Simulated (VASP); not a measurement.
Write the native input for VASP 6.6.1 that does the following.

| Property | Result |
| --- | --- |
| Task | relaxation of cell and atoms |
| Functional | PBE |
| Potentials or basis | VASP PAW PBE potentials, release 64 (Ba_sv, Y_sv) |
| Cutoff | 600 eV |
| k mesh | 6 × 4 × 2 |
| Occupations | gaussian, width 0.1 eV |
| Spin | no spin polarisation |
| Dipole correction | no |
| Further INCAR settings | ALGO = Fast; EDIFF = 1e-06; IBRION = 2; EDIFFG = -0.04; NSW = 90; ISIF = 3 |

The structure of BaY2 lies in POSCAR:

```
BaY2
1.0
   -3.7374836507      0.0000000000      0.0000000000
    0.0000000000      0.0000000000     -5.2880146713
    0.0000000000    -11.6647416165      0.0000000000
Ba Y
2 4
Direct
    1.0000000000      0.0000000000      0.0000000000
    0.5000000000      0.5000000000      0.5000000000
    0.0028375950      0.0000000000      0.6785810674
    0.9971624050      0.0000000000      0.3214189326
    0.5028375950      0.5000000000      0.8214189326
    0.4971624050      0.5000000000      0.1785810674
```

One way to write it, as run:

INCAR

```
ALGO = Fast
EDIFF = 1E-6
EDIFFG = -0.04
ENCUT = 600
GGA = PE
IBRION = 2
ISIF = 3
ISMEAR = 0
LASPH = True
LCHARG = False
LREAL = False
LWAVE = False
NELM = 60
NSW = 90
PREC = Accurate
SIGMA = 0.1
```

KPOINTS

```
k-points
0
Gamma
  6 4 2
```

Potentials or basis: VASP PAW PBE potentials, release 64 (Ba_sv, Y_sv).

Command:

```sh
$ cat potpaw_PBE.64/Ba_sv/POTCAR potpaw_PBE.64/Y_sv/POTCAR > POTCAR
$ mpirun -np 1 vasp_std > vasp.out
```

Results of the run:

The relaxed volume is 38.72 Å³/atom and the relaxed cell is a = 3.807 Å, b = 5.155 Å, c = 11.839 Å, α = 90.00°, β = 90.00°, γ = 90.00°. The space group after relaxing (to 0.1 Å) is Immm (No. 71) and the energy gained by relaxing is 2.0 meV/atom. The ionic steps are 5 and the pressure after relaxing is 0.0 GPa. The largest force after relaxing is 0.038 eV/Å and the band gap on the k mesh is zero (bands 32 and 33 overlap by 0.49 eV).

Caveat: spin-orbit coupling is left out, which moves the levels of the heavy elements.

Wall time 23 min on 1 thread of Intel(R) Xeon(R) 6975P-C (Granite Rapids) (shared host), peak memory 0.53 GiB.
